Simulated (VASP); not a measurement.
Input of a VASP 6.6.1 run:

The input POSCAR:

```
MnInI3
1.0
    6.2290380000      0.0000000000      0.0000000000
    0.0000000000      6.2290380000      0.0000000000
    0.0000000000      0.0000000000      6.2290380000
In I Mn
1 3 1
Direct
    0.5000000000      0.5000000000      0.5000000000
    0.0000000000      0.5000000000      0.5000000000
    0.5000000000      0.0000000000      0.5000000000
    0.5000000000      0.5000000000      0.0000000000
    0.0000000000      0.0000000000      0.0000000000
```

Contents of INCAR.step1:

```
SYSTEM = MnInI3
PREC = Accurate
ENCUT = 520
ISMEAR = -1
SIGMA = 0.1
LREAL = .False.
LASPH = .True.
NELM = 60
NBANDS = 32
GGA = PE
ALGO = Normal
EDIFF = 1E-4
LWAVE = .True.
LCHARG = .False.
```

Contents of INCAR.step2:

```
SYSTEM = MnInI3
PREC = Accurate
ENCUT = 520
EDIFF = 1E-7
ISMEAR = -1
SIGMA = 0.1
LREAL = .False.
LASPH = .True.
NELM = 60
ALGO = Normal
ISIF = 2
LWAVE = .False.
LCHARG = .False.
METAGGA = R2SCAN
LMIXTAU = .True.
NBANDS = 32
ISTART = 1
```

The input KPOINTS:

```
Automatic mesh
0
Gamma
  6 6 6
  0 0 0
```

Potentials or basis: VASP PAW PBE potentials, release 64 (In_d, I, Mn_pv).

Command:

```console
$ cat potpaw_PBE.64/In_d/POTCAR potpaw_PBE.64/I/POTCAR potpaw_PBE.64/Mn_pv/POTCAR > POTCAR
$ cp INCAR.step1 INCAR
$ mpirun -np 1 vasp_std > vasp.out
$ cp INCAR.step2 INCAR
$ mpirun -np 1 vasp_std > vasp.out
```

Q: What does it give for the pressure?

A: -2.2 GPa.

Caveat: the PAW data sets were made with another functional, which shifts forces and pressure a little; spin-orbit coupling is left out, which moves the levels of the heavy elements; an odd number of electrons without spin polarisation forces a metal; a magnetic or distorted state may lie lower; the run has no spin polarisation, though such a crystal can be magnetic; semilocal functionals often make such compounds metallic where correlation or magnetic order opens a gap, which also shifts bond lengths. Spin polarisation is off, so any magnetic state and its effect on volume and gap are missing.
